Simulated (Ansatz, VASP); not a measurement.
TePb in VASP and in Ansatz

```xyz
2
Lattice="0.0000 3.2213 3.2374 3.2213 0.0000 3.2374 3.2213 3.2213 0.0000" Properties=species:S:1:pos:R:3 pbc="T T T"
Te    3.2213    3.2213    3.2374
Pb    0.0000    0.0000    0.0000
```

Change from the starting cell: z stretched by +0.5 %, x and y held.

Alike in both runs: task single point; functional PBEsol; k mesh 6 × 6 × 6; no spin polarisation.

|  | VASP | Ansatz |
| --- | --- | --- |
| version | VASP 6.6.1 | Ansatz 0.2.0 |
| potentials or method | VASP PAW PBE potentials, release 64 (Te, Pb_d), cutoff 520 eV | all-electron LAPW, scalar-relativistic |
| occupations | gaussian, width 0.01 eV | fixed |

VASP gave:

| Item | Value |
| --- | --- |
| gap on the k mesh at the Fermi level (eV) | 0.66 |
| pressure (GPa) | -0.2 |
| traceless stress, the component that is largest in VASP (GPa) | -0.39 |

Question: Estimate Ansatz's values.

Answer: gap on the k mesh at the Fermi level (eV): 0.65; pressure (GPa): -0.2; traceless stress, the component that is largest in VASP (GPa): -0.39.

VASP's potentials were made for PBE, not for PBEsol. Ansatz ran all-electron here, and VASP with PAW potentials.

Neither program's run includes spin-orbit coupling.
